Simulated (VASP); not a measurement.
# InAs (F-43m) in VASP: further runs

Runs on InAs. Level: PBE. Tasks: single point.

All numbers are computed with VASP 6.6.1; they aren't measurements. Logs are shortened: lines on timing, memory, paths and dates and some standing lists are left out, and cuts for length are marked.

### Step 1. The cell of the first run

The structure is cubic, space group F-43m (No. 216). The conventional cell has a = 6.048 Å, b = 6.048 Å, c = 6.048 Å, α = 90.00°, β = 90.00°, γ = 90.00°. Within 3.5 Å of In (site symmetry -43m) lie 4 As at 2.62 Å. Within 3.5 Å of As (site symmetry -43m) lie 4 In at 2.62 Å.

### Step 2. Single point, PBE

Contents of INCAR:

```
PREC = Accurate
ENCUT = 520
EDIFF = 1E-7
ISMEAR = -1
SIGMA = 0.08
LREAL = F
LASPH = T
NELM = 100
ALGO = Normal
ISIF = 2
LWAVE = F
LCHARG = F
GGA = PE
NBANDS = 16
```

Contents of KPOINTS:

```
regular mesh
0
Gamma
  10 10 10
```

Contents of POSCAR:

```
InAs
1.0
    0.0000000000      3.0240000000      3.0240000000
    3.0240000000      0.0000000000      3.0240000000
    3.0240000000      3.0240000000      0.0000000000
In As
1 1
Direct
    0.0000000000      0.0000000000      0.0000000000
    0.7500000000      0.7500000000      0.7500000000
```

Potentials or basis: VASP PAW PBE potentials, release 64 (In_d, As).

Started as:

```console
$ cat potpaw_PBE.64/In_d/POTCAR potpaw_PBE.64/As/POTCAR > POTCAR
$ mpirun -np 1 vasp_std > vasp.out
```

OUTCAR:

```text
PREC = Accurate
   ENCUT = 520
   EDIFF = 1E-7
   ISMEAR = -1
   LREAL = F
   LASPH = T
   NELM = 100
   ISIF = 2
   GGA = PE

 ion  position               nearest neighbor table
   1  0.000  0.000  0.000-   2 2.62   2 2.62   2 2.62   2 2.62
   2  0.750  0.750  0.750-   1 2.62   1 2.62   1 2.62   1 2.62

  LATTYP: Found a face centered cubic cell.
 ALAT       =     6.0480000000

  Lattice vectors:

 A1 = (   0.0000000000,   3.0240000000,   3.0240000000)
 A2 = (   3.0240000000,   0.0000000000,   3.0240000000)
 A3 = (   3.0240000000,   3.0240000000,   0.0000000000)

Analysis of symmetry for initial positions (statically):
=====================================================================
 Subroutine PRICEL returns:
 Original cell was already a primitive cell.

 Routine SETGRP: Setting up the symmetry group for a
 face centered cubic supercell.

 Subroutine GETGRP returns: Found 24 space group operations
 (whereof 24 operations were pure point group operations)
 out of a pool of 48 trial point group operations.

The static configuration has the point symmetry T_d .

Analysis of symmetry for dynamics (positions and initial velocities):
=====================================================================
 Subroutine PRICEL returns:
 Original cell was already a primitive cell.

 Routine SETGRP: Setting up the symmetry group for a
 face centered cubic supercell.

 Subroutine GETGRP returns: Found 24 space group operations
 (whereof 24 operations were pure point group operations)
 out of a pool of 48 trial point group operations.

The dynamic configuration has the point symmetry T_d .

 Subroutine INISYM returns: Found 24 space group operations
 (whereof 24 operations are pure point group operations),
 and found     1 'primitive' translations

----------------------------------------------------------------------------------------

                                     Primitive cell

  volume of cell :      55.3064

  direct lattice vectors                    reciprocal lattice vectors
     0.000000000  3.024000000  3.024000000    -0.165343915  0.165343915  0.165343915
     3.024000000  0.000000000  3.024000000     0.165343915 -0.165343915  0.165343915
     3.024000000  3.024000000  0.000000000     0.165343915  0.165343915 -0.165343915

  length of vectors
[... 79 lines left out ...]
   LASPH  =      T    aspherical Exc in radial PAW
   ENCUT  =  520.0 eV  38.22 Ry    6.18 a.u.   7.95  7.95  7.95*2*pi/ulx,y,z
   NELM   =    100;   NELMIN=  2; NELMDL= -5     # of ELM steps
   EDIFF  = 0.1E-06   stopping-criterion for ELM
   LREAL  =      F    real-space projection
   EDIFFG = 0.1E-05   stopping-criterion for IOM
   NSW    =      0    number of steps for IOM
   IBRION =     -1    ionic relax: 0-MD 1-quasi-New 2-CG
   NFREE  =      0    steps in history (QN), initial steepest desc. (CG)
   ISIF   =      2    stress and relaxation
   ISYM   =      2    0-nonsym 1-usesym 2-fastsym
   POTIM  = 0.5000    time-step for ionic-motion
   TEBEG  =    0.0;   TEEND  =   0.0 temperature during run
   PSTRESS=    0.0 pullay stress
   NELECT =      18.0000    total number of electrons
   NUPDOWN=      -1.0000    fix difference up-down
   EMIN   =  10.00;   EMAX   =-10.00  energy-range for DOS
   EFERMI =   0.00;   METHOD = LEGACY
   ISMEAR =    -1;   SIGMA  =   0.08  broadening in eV -4-tet -1-fermi 0-gaus
   EFERMI_NEDOS =   21; number of points for ismear=-14 and -15
   IALGO  =     38    algorithm
   IMIX   =      4    mixing-type and parameters
     AMIX     =   0.40;   BMIX     =  1.00
     AMIX_MAG =   1.60;   BMIX_MAG =  1.00
  volume/ion in A,a.u.               =      27.65       186.61
  Fermi-wavevector in a.u.,A,eV,Ry     =   1.126092  2.128005 17.253320  1.268083
  Thomas-Fermi vector in A             =   2.262772
   LORBIT       =      0    0 simple, 1 ext, 2 COOP (PROOUT), +10 PAW based schemes
   GGA     = PE    functional components
   LHFCALC =     F    Hartree Fock is set to
   AEXX    =    0.0000 exact exchange contribution
   IVDW    =     0    specifies the selected vdW correction
   LEPSILON=     F    determine dielectric tensor
   LRPA    =     F    only Hartree local field effects (RPA)
 non-spin polarized calculation
  energy-cutoff  :      520.00
  volume of cell :       55.31
 maximum number of plane-waves:      1524
   NGX = 15   NGY = 15   NGZ = 15

 number of electron      17.9999990 magnetization

 Free energy of the ion-electron system (eV)
  ---------------------------------------------------
  ext. energy  EPLUGINS =         0.00000000
  ---------------------------------------------------
  free energy    TOTEN  =        -7.67330010 eV

  energy without entropy =       -7.67258892  energy(sigma->0) =       -7.67294451

 E-fermi :   4.6695     XC(G=0):  -9.0908

 val. band max:        4.5023211077   @ k =   0.0000   0.0000   0.0000
 cond. band min:       5.4507448968   @ k =   0.1000   0.0000   0.0000
 fundamental gap:      0.9484237891
 Fermi energy:         4.6694861899

 k-point     1 :       0.0000    0.0000    0.0000
  band No.  band energies     occupation
      1      -9.8878      2.00000
      2      -9.8878      2.00000
      3      -9.8878      2.00000
      4      -9.7622      2.00000
      5      -9.7622      2.00000
      6      -7.3557      2.00000
[... 433 lines left out ...]
      3      -9.8256      2.00000
      4      -9.7886      2.00000
      5      -9.7450      2.00000
      6      -5.8997      2.00000
[... 8 lines left out ...]
     15      15.5754      0.00000
     16      16.5854      0.00000

 [... further k-points ...]

------------------------ aborting loop because EDIFF is reached ----------------------------------------

  FORCE on cell =-STRESS in cart. coord.  units (eV):
  Direction    XX          YY          ZZ          XY          YZ          ZX
  --------------------------------------------------------------------------------------
  -------------------------------------------------------------------------------------
  Total        1.3628633      1.3628633      1.3628633      0.0000000      0.0000000     -0.0000000
  in kB       39.4809439     39.4809439     39.4809439      0.0000000      0.0000000     -0.0000000
  external PRESSURE =      39.4809439 kB  Pullay stress =       0.0000000 kB

 VOLUME and BASIS-vectors are now :
 -----------------------------------------------------------------------------
  energy-cutoff  :      520.00
  volume of cell :       55.31
      direct lattice vectors                 reciprocal lattice vectors
     0.000000000  3.024000000  3.024000000    -0.165343915  0.165343915  0.165343915
     3.024000000  0.000000000  3.024000000     0.165343915 -0.165343915  0.165343915
     3.024000000  3.024000000  0.000000000     0.165343915  0.165343915 -0.165343915

 POSITION                                       TOTAL-FORCE (eV/Angst)
 -----------------------------------------------------------------------------------
      0.00000      0.00000      0.00000         0.000000     -0.000000      0.000000
      4.53600      4.53600      4.53600        -0.000000      0.000000     -0.000000
 -----------------------------------------------------------------------------------
    total drift:                                0.000000      0.000000      0.000000

  FREE ENERGIE OF THE ION-ELECTRON SYSTEM (eV)
  ---------------------------------------------------
  free  energy   TOTEN  =        -7.6733000976 eV

  energy  without entropy=       -7.6725889171  energy(sigma->0) =       -7.67294451
```

OSZICAR:

```text
N       E                     dE             d eps       ncg     rms          rms(c)
DAV:   1     0.112642078905E+03    0.11264E+03   -0.83027E+03  1528   0.122E+03
DAV:   2    -0.457746154182E+00   -0.11310E+03   -0.10817E+03  1720   0.301E+02
DAV:   3    -0.775092802702E+01   -0.72932E+01   -0.72594E+01  1864   0.738E+01
DAV:   4    -0.794146303893E+01   -0.19054E+00   -0.19048E+00  2008   0.130E+01
DAV:   5    -0.794913714940E+01   -0.76741E-02   -0.76740E-02  2144   0.217E+00    0.456E+00
DAV:   6    -0.769669302907E+01    0.25244E+00   -0.37408E-01  2376   0.103E+01    0.254E+00
DAV:   7    -0.767141652380E+01    0.25277E-01   -0.11632E-01  2120   0.303E+00    0.725E-01
DAV:   8    -0.767248156225E+01   -0.10650E-02   -0.13718E-02  1952   0.132E+00    0.201E-01
DAV:   9    -0.767307980761E+01   -0.59825E-03   -0.99100E-04  1888   0.265E-01    0.119E-01
DAV:  10    -0.767325187656E+01   -0.17207E-03   -0.20877E-04  1880   0.207E-01    0.647E-02
DAV:  11    -0.767329955056E+01   -0.47674E-04   -0.11171E-04  1768   0.122E-01    0.407E-02
DAV:  12    -0.767329983229E+01   -0.28173E-06   -0.65130E-06  1800   0.303E-02    0.613E-03
DAV:  13    -0.767330012305E+01   -0.29076E-06   -0.20522E-06  1784   0.737E-03    0.286E-03
DAV:  14    -0.767330009763E+01    0.25420E-07   -0.12534E-07  1896   0.342E-03
   1 F= -.76733001E+01 E0= -.76729445E+01  d E =-.711181E-03
```

Run time: 13 s. Hardware: 1 thread of Intel Xeon 6975P-C (Granite Rapids), shared host; peak memory 0.2 GiB.

Results:

```yaml
Free_energy: -7.6733 eV
Pressure: 3.9 GPa
Band_gap_on_the_k_mesh: zero (filled and empty bands touch)
```

Caveat: spin-orbit coupling is left out, which moves the levels of the heavy elements.

### Step 3. Single point, PBE

Contents of INCAR:

```
SYSTEM = InAs
  ALGO = Normal
  EDIFF = 1E-7
  ENCUT = 520
  GGA = PE
  ISIF = 2
  ISMEAR = -1
  LASPH = .TRUE.
  LCHARG = .FALSE.
  LREAL = .FALSE.
  LWAVE = .FALSE.
  NBANDS = 16
  NELM = 60
  PREC = Accurate
  SIGMA = 0.08
```

Contents of KPOINTS:

```
k-points
0
G
  10 10 10
  0 0 0
```

POSCAR is that of step 2.

Potentials or basis: VASP PAW PBE potentials, release 64 (In_d, As).

Started as:

```console
$ cat potpaw_PBE.64/In_d/POTCAR potpaw_PBE.64/As/POTCAR > POTCAR
$ mpirun -np 1 vasp_std > vasp.out
```

It took 17 s on 1 thread of Intel Xeon 6975P-C, shared host; peak memory 0.2 GiB.

The run converged. Its results:

```yaml
Free_energy: -7.6733 eV
Pressure: 3.9 GPa
Band_gap_on_the_k_mesh: zero (filled and empty bands touch)
```

Levels at points of the mesh, in eV from the Fermi level:
```csv
k point,band 5,band 6,band 7,band 8,band 9,band 10,band 11,band 12,band 13,band 14
"(0.00, 0.00, 0.00)",-14.43,-12.03,-0.36,-0.17,-0.17,-0.17,3.74,3.74,3.74,7.34
"(0.50, 0.00, 0.00)",-14.42,-10.56,-5.93,-1.15,-1.15,0.79,4.51,4.51,6.69,8.87
"(0.50, 0.50, 0.00)",-14.41,-10.02,-6.00,-2.49,-2.49,1.38,1.89,9.01,9.10,9.10
```

Caveat: spin-orbit coupling is left out, which moves the levels of the heavy elements.

### Step 4. Single point, PBE, non-collinear spin, zero start, spin-orbit coupling

Contents of INCAR:

```
ALGO = Normal
EDIFF = 1E-6
ENCUT = 520
GGA = PE
GGA_COMPAT = F
ISIF = 2
ISMEAR = -1
LASPH = T
LCHARG = F
LORBIT = 11
LORBMOM = T
LREAL = F
LSORBIT = T
LWAVE = F
MAGMOM = 0 0 0 0 0 0
NBANDS = 30
NELM = 150
PREC = Accurate
SIGMA = 0.08
```

Contents of KPOINTS:

```
k-points
0
Gamma
  10 10 10
```

POSCAR is that of step 3.

Started as:

```console
$ cat potpaw_PBE.64/In_d/POTCAR potpaw_PBE.64/As/POTCAR > POTCAR
$ mpirun -np 1 vasp_ncl > vasp.out
```

It took 3.3 min on 1 thread of Intel Xeon 6975P-C, shared host; peak memory 0.42 GiB.

The run converged. Its results:

```yaml
Free_energy: -7.7225 eV
Pressure: 3.9 GPa
Net_moment: 0.00 μB per cell
Valence_electrons_inside_the_program's_atomic_spheres: In 11.47; As 2.81
```

Moments on the atoms (μB; x, y, z):
```
In  0.00 0.00 0.00
As  0.00 0.00 0.00
```

### Step 5. Single point, PBE (volume scaled by 0.96)

Contents of INCAR:

```
ALGO     = Normal         # electronic algorithm
EDIFF    = 1E-6           # SCF threshold, eV
ENCUT    = 500            # plane-wave cutoff, eV
GGA      = PE             # functional
GGA_COMPAT= F            
ISIF     = 2              # what is computed and relaxed
ISMEAR   = -1             # smearing method
LASPH    = T              # aspherical terms in the spheres
LCHARG   = F              # write CHGCAR
LREAL    = F              # projectors in reciprocal space
LWAVE    = F              # write WAVECAR
NBANDS   = 16             # bands
NELM     = 120            # most SCF steps
PREC     = Accurate       # precision mode
SIGMA    = 0.08           # smearing width, eV
```

KPOINTS is that of step 4.

Contents of POSCAR:

```
InAs
1.0
    0.0000000000      2.9831301251      2.9831301251
    2.9831301251      0.0000000000      2.9831301251
    2.9831301251      2.9831301251      0.0000000000
In As
1 1
Direct
    0.0000000000      0.0000000000      0.0000000000
    0.7500000000      0.7500000000      0.7500000000
```

Started as:

```console
$ cat potpaw_PBE.64/In_d/POTCAR potpaw_PBE.64/As/POTCAR > POTCAR
$ mpirun -np 1 vasp_std > vasp.out
```

Run time: 54 s. Hardware: 1 thread of AMD EPYC 7R43 (Zen 3), shared host; peak memory 0.16 GiB.

It converged, with:

```
Free energy : -7.5986 eV
Pressure    : 6.9 GPa
```

Levels at points of the mesh, in eV from the Fermi level:
| k point | band 7 | band 8 | band 9 | band 10 | band 11 | band 12 |
| --- | --- | --- | --- | --- | --- | --- |
| (0.00, 0.00, 0.00) | -0.17 | -0.17 | -0.17 | -0.16 | 3.75 | 3.75 |
| (0.50, 0.00, 0.00) | -6.15 | -1.22 | -1.22 | 0.88 | 4.53 | 4.53 |
| (0.50, 0.50, 0.00) | -6.19 | -2.63 | -2.63 | 1.31 | 1.89 | 9.28 |

Caveat: spin-orbit coupling is left out, which moves the levels of the heavy elements.

### Step 6. Summary

```csv
spin,cell,cutoff (eV),pressure (GPa)
off,"a = 4.277 Å, angles 60.0°, 2 atoms",520,3.9
"non-collinear, zero start, SOC","a = 4.277 Å, angles 60.0°, 2 atoms",520,3.9
off,"a = 4.219 Å, angles 60.0°, 2 atoms",500,6.9
```

Alike in all rows: task single point; level PBE; potentials or basis VASP PAW PBE potentials, release 64 (In_d, As); k mesh 10 × 10 × 10; smearing fermi-dirac 0.08 eV.

Caveats: spin-orbit coupling is left out, which moves the levels of the heavy elements (some runs).

Absolute energies hang on the potentials; compare differences alone.
